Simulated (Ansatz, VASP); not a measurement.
# One calculation of NaH, two programs

The input POSCAR:

```
NaH
1.0
    2.9745198934      0.0421286870      0.0421286870
    0.0421286870      2.9745198934      0.0421286870
    0.0421286870      0.0421286870      2.9745198934
Na H
1 1
Direct
    0.0000000000      0.0000000000      0.0000000000
    0.5000000000      0.5000000000      0.5000000000
```

The input INCAR.step1:

```
SYSTEM = NaH
  PREC = Accurate
  ENCUT = 520
  ISMEAR = 0
  SIGMA = 0.01
  LREAL = .FALSE.
  LASPH = .TRUE.
  NELM = 100
  NBANDS = 11
  GGA = PE
  ALGO = Normal
  EDIFF = 1E-4
  LWAVE = .TRUE.
  LCHARG = .FALSE.
```

INCAR.step2

```
SYSTEM = NaH
  PREC = Accurate
  ENCUT = 520
  EDIFF = 1E-7
  ISMEAR = 0
  SIGMA = 0.01
  LREAL = .FALSE.
  LASPH = .TRUE.
  NELM = 100
  ALGO = Normal
  ISIF = 2
  LWAVE = .FALSE.
  LCHARG = .TRUE.
  METAGGA = R2SCAN
  LMIXTAU = .TRUE.
  LELF = .TRUE.
  LVHAR = .TRUE.
  NBANDS = 11
  ISTART = 1
```

Contents of KPOINTS:

```
Automatic mesh
0
G
  8 8 8
  0 0 0
```

Input for Ansatz:

```yaml
crystal:
  lattice:
    - [2.9745198934, 0.042128687, 0.042128687]
    - [0.042128687, 2.9745198934, 0.042128687]
    - [0.042128687, 0.042128687, 2.9745198934]
  atoms:
    - { symbol: Na, position: [0.0, 0.0, 0.0] }
    - { symbol: H, position: [0.5, 0.5, 0.5] }
kpoints:
  mp_grid: { grid: [8, 8, 8] }
  band_path:
    path:
      - [0.0, 0.0, 0.0]
      - [0.0, 0.5, 0.0]
      - [0.5, 0.5, 0.0]
      - [0.5, 0.5, 0.5]
      - [0.0, 0.0, 0.5]
    npoints: 1
hamiltonian:
  xc: r2scan
scf:
  occupations: { method: fixed }
  n_extra_bands: 4
output:
  forces: true
  stress: true
  eigenvalues: true
```

Change from the starting cell: shear_111 strain +4.3%.

Alike in both runs: task single point; functional r2SCAN; k mesh 8 × 8 × 8; no spin polarisation.

|  | VASP | Ansatz |
| --- | --- | --- |
| version | VASP 6.6.1 | Ansatz 0.2.0 |
| potentials or method | VASP PAW PBE potentials, release 64 (Na_pv, H) | plane waves, PAW |
| plane-wave cutoff (eV) | 520 | 500 |
| occupations | gaussian, width 0.01 eV | fixed |
| valence electrons in the cell | 8 | 10 |

|  | VASP | Ansatz | Ansatz less VASP |
| --- | --- | --- | --- |
| gap on the k mesh at the Fermi level (eV) | 1.62 | 1.61 | -0.010 |
| pressure (GPa) | -1.2 | -0.9 | +0.28 |
| traceless stress, the component that is largest in VASP (GPa) | 0.19 | 0.19 | -0.003 |

VASP's potentials were made for PBE, not for r2SCAN. VASP's potentials hold 8 valence electrons a cell and Ansatz's 10, so a difference there can come from the potentials and not from the codes.
